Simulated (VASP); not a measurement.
Wanted: the native input for a VASP 6.6.1 run.

```yaml
Task: single point
Functional: r2SCAN
Potentials_or_basis: VASP PAW PBE potentials, release 64 (Li_sv, Cl)
Cutoff: 830 eV
k_mesh: 8 × 8 × 8
Occupations: gaussian, width 0.01 eV
Spin: no spin polarisation
Dipole_correction: no
Further_INCAR_settings: ALGO = Normal; EDIFF = 1e-06; NBANDS = 12
```

LiCl:

```
CELL_PARAMETERS angstrom
0.00000 2.55620 2.55620
2.55620 0.00000 2.55620
2.55620 2.55620 0.00000
ATOMIC_POSITIONS crystal
Li 0.00000 0.00000 0.00000
Cl 0.50000 0.50000 0.50000
```

These files were run (other wordings do the same):

POSCAR

```
LiCl
1.0
    0.0000000000      2.5561986890      2.5561986890
    2.5561986890      0.0000000000      2.5561986890
    2.5561986890      2.5561986890      0.0000000000
Li Cl
1 1
Direct
    0.0000000000      0.0000000000      0.0000000000
    0.5000000000      0.5000000000      0.5000000000
```

INCAR.step1

```
SYSTEM = LiCl
ALGO = Normal
EDIFF = 1E-5
ENCUT = 830
GGA = PE
GGA_COMPAT = .False.
ISMEAR = 0
LASPH = .True.
LCHARG = .False.
LREAL = .False.
LWAVE = .True.
NBANDS = 12
NELM = 120
PREC = Accurate
SIGMA = 0.01
```

INCAR.step2

```
SYSTEM = LiCl
ALGO = Normal
EDIFF = 1E-6
ENCUT = 830
GGA_COMPAT = .False.
ISIF = 2
ISMEAR = 0
ISTART = 1
LASPH = .True.
LCHARG = .False.
LMIXTAU = .True.
LREAL = .False.
LWAVE = .False.
METAGGA = R2SCAN
NBANDS = 12
NELM = 120
PREC = Accurate
SIGMA = 0.01
```

KPOINTS

```
k-points
0
Gamma
  8 8 8
  0 0 0
```

Potentials or basis: VASP PAW PBE potentials, release 64 (Li_sv, Cl).

Run with:

```sh
$ cat potpaw_PBE.64/Li_sv/POTCAR potpaw_PBE.64/Cl/POTCAR > POTCAR
$ cp INCAR.step1 INCAR
$ mpirun -np 1 vasp_std > vasp.out
$ cp INCAR.step2 INCAR
$ mpirun -np 1 vasp_std > vasp.out
```

It gave:

* Pressure: -0.5 GPa
* Band gap on the k mesh: 7.36 eV

Caveat: the PAW data sets were made with another functional, which shifts forces and pressure a little.

Wall time 68 s on 1 thread of Intel(R) Xeon(R) Platinum 8375C CPU @ 2.90GHz (Ice Lake), on a shared host, peak memory 0.21 GiB.
